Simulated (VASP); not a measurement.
Crystal: TaN.

```xyz
2
Lattice="2.9380 0.0000 0.0000 -1.4690 2.5444 0.0000 0.0000 0.0000 2.8830" Properties=species:S:1:pos:R:3 pbc="T T T"
Ta    0.0000    1.6963    1.4415
N     0.0000    0.0000    0.0000
```

- Program: VASP 6.6.1
- Task: relaxation of cell and atoms
- Functional: PBE
- Potentials or basis: VASP PAW PBE potentials, release 64 (Ta_pv, N)
- Cutoff: 600 eV
- k mesh: 6 × 6 × 6
- Occupations: gaussian, width 0.1 eV
- Spin: no spin polarisation

At the start: pressure 5.3 GPa; volume 10.78 Å³/atom.

Task: How do energy, volume and symmetry change on relaxing?

Result: Over 3 steps the energy falls by 2.7 meV/atom and the volume is 10.94 Å³/atom (+1.5 %); space group P-6m2 (No. 187, to 0.1 Å) before and after.

The path:
```csv
step,energy change (eV),largest force (eV/Å),pressure (GPa),volume (Å³)
1,0.0000,0.0000,5.30,21.55
2,0.0246,0.0000,-11.38,22.68
3,-0.0054,0.0000,-0.05,21.88
```

Final structure:
```yaml
crystal:
  lattice:
    - [2.95183, 0.00000, 0.00000]
    - [-1.47591, 2.55636, 0.00000]
    - [0.00000, 0.00000, 2.89981]
  atoms:
    - { symbol: Ta, position: [0.33333, 0.66667, 0.50000] }
    - { symbol: N, position: [0.00000, 0.00000, 0.00000] }
```

Caveat: the k points lie up to 0.41 Å⁻¹ apart in the final cell.
